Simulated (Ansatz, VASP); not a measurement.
## Ge: VASP beside Ansatz

```
Ge
1.0
     3.99762    0.00000    0.00000
    -1.99881    3.46204    0.00000
     0.00000    0.00000    6.52689
Ge
4
Direct
  0.33333 0.66667 0.99975
  0.66667 0.33333 0.49975
  0.33333 0.66667 0.37525
  0.66667 0.33333 0.87525
```

Change from the starting cell: uniaxial_z strain -1.0%.

Alike in both runs: task single point; functional r2SCAN; k mesh 12 × 12 × 4; occupations fermi-dirac, width 0.02 eV; no spin polarisation.

```csv
,VASP,Ansatz
version,VASP 6.6.1,Ansatz 0.2.0
potentials or method,"VASP PAW PBE potentials, release 64 (Ge_d)","plane waves, PAW"
plane-wave cutoff (eV),520,500
valence electrons in the cell,56,56
```

VASP gave:

| Quantity | Value |
| --- | --- |
| pressure (GPa) | 0.8 |
| traceless stress, the component that is largest in VASP (GPa) | 1.16 |
| rms of the force components (eV/Å) | 0.004 |

Question: What did Ansatz give for the same quantities?

Answer: Pressure (GPa): 0.8; traceless stress, the component that is largest in VASP (GPa): 1.18; rms of the force components (eV/Å): 0.004.

VASP's potentials were made for PBE, not for r2SCAN. Atom by atom the forces differ by 0.001 eV/Å (rms over components).
